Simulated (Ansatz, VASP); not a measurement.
**Two plane-wave programs on In3B2H3**

```
CELL_PARAMETERS angstrom
6.14557 0.00000 0.00000
-3.07279 5.32222 0.00000
0.00000 0.00000 4.43761
ATOMIC_POSITIONS crystal
In 0.33333 0.66667 0.00000
In 0.66667 0.33333 0.00000
In 0.00000 0.00000 0.00000
B 0.33333 0.66667 0.50000
B 0.66667 0.33333 0.50000
H 0.30961 0.00000 0.00000
H 0.00000 0.30961 0.00000
H 0.69039 0.69039 0.00000
```

Alike in both runs: functional PBE; k mesh 3 × 3 × 2; occupations gaussian, width 0.15 eV; no spin polarisation.

Ansatz relaxed the structure, and its values are those at the end. VASP's run is a single point on that final structure, the one shown.

|  | VASP | Ansatz |
| --- | --- | --- |
| version | VASP 6.6.1 | Ansatz 0.2.0 |
| potentials or method | VASP PAW PBE potentials, release 64 (In_d, B, H), cutoff 500 eV | scalar-relativistic, plane waves, PAW |
| valence electrons in the cell | 48 | 48 |

VASP gave:

* gap on the k mesh at the Fermi level (eV): none
* pressure (GPa): 0.0
* rms of the force components (eV/Å): 0.011

Q: Which values does Ansatz return?

A: gap on the k mesh at the Fermi level (eV): none; pressure (GPa): 0.1; rms of the force components (eV/Å): 0.012.

A gap of «none» marks a metal or a gap that the smearing closes. The functional is the same, so the differences come from potentials, cutoffs and numerics.

The k mesh is coarse, so the values compare programs but aren't converged.
